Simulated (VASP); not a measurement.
KCl:

```
CELL_PARAMETERS angstrom
0.00000 3.22536 3.22536
3.22536 0.00000 3.22536
3.22536 3.22536 0.00000
ATOMIC_POSITIONS crystal
K 0.00000 0.00000 0.00000
Cl 0.50000 0.50000 0.50000
```

This cell differs from its parent crystal: strain +2.6%.

Base run:

- Program: VASP 6.6.1
- Functional: PBE
- Potentials or basis: VASP PAW PBE potentials, release 64 (K_sv, Cl)
- Cutoff: 520 eV
- k mesh: 8 × 8 × 8
- Occupations: fermi-dirac, width 0.02 eV
- Spin: no spin polarisation

Its results: band gap on the k mesh 4.94 eV, direct; pressure -0.5 GPa.

**Question.** The run is repeated on the same cell with these changes: functional from PBE to r2SCAN; occupations from fermi-dirac, width 0.02 eV to gaussian, width 0.01 eV. What comes out?

**Answer.** Band gap on the k mesh 5.58 eV, direct; pressure -1.2 GPa.

Caveats: the PAW data sets were made with another functional, which shifts forces and pressure a little (some runs).

A k mesh can miss the band edges.
